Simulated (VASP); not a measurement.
Write the native input for VASP 6.6.1 that does the following.

```
Task                   : single point
Functional             : LDA
Potentials or basis    : VASP PAW LDA potentials, release 64 (Ta_pv, Sb)
Cutoff                 : 520 eV
k mesh                 : 13 × 13 × 13, shifted
Occupations            : fermi-dirac, width 0.05 eV
Spin                   : no spin polarisation
Dipole correction      : no
Further INCAR settings : ALGO = Normal; EDIFF = 1e-06; NBANDS = 15; ISYM = 0
```

The structure of TaSb (rocksalt type) lies in POSCAR:

```
TaSb
1.0
    0.0000000000      2.4601635310      2.4601635310
    2.4601635310      0.0000000000      2.4601635310
    2.4601635310      2.4601635310      0.0000000000
Ta Sb
1 1
Direct
    0.0000000000      0.0000000000      0.0000000000
    0.5000000000      0.5000000000      0.5000000000
```

One way to write it, as run:

INCAR

```
PREC = Accurate
ENCUT = 520
EDIFF = 1E-6
ISMEAR = -1
SIGMA = 0.05
LREAL = False
LASPH = True
NELM = 80
ALGO = Normal
ISIF = 2
LWAVE = False
LCHARG = False
GGA = CA
ISYM = 0
NBANDS = 15
```

KPOINTS

```
Automatic mesh
0
Gamma
  13 13 13
  0.5 0.5 0.5
```

Potentials or basis: VASP PAW LDA potentials, release 64 (Ta_pv, Sb).

Run with:

```bash
$ cat potpaw_LDA.64/Ta_pv/POTCAR potpaw_LDA.64/Sb/POTCAR > POTCAR
$ mpirun -np 1 vasp_std > vasp.out
```

It gave:

* Pressure: 108.0 GPa
* Band gap on the k mesh: zero (bands 8 and 9 overlap by 2.08 eV)

Caveat: the cell stands under pressure; spin-orbit coupling is left out, which moves the levels of the heavy elements.

Wall time 12 min on 1 thread of Intel(R) Xeon(R) 6975P-C (Granite Rapids) (shared host), peak memory 2 GiB.
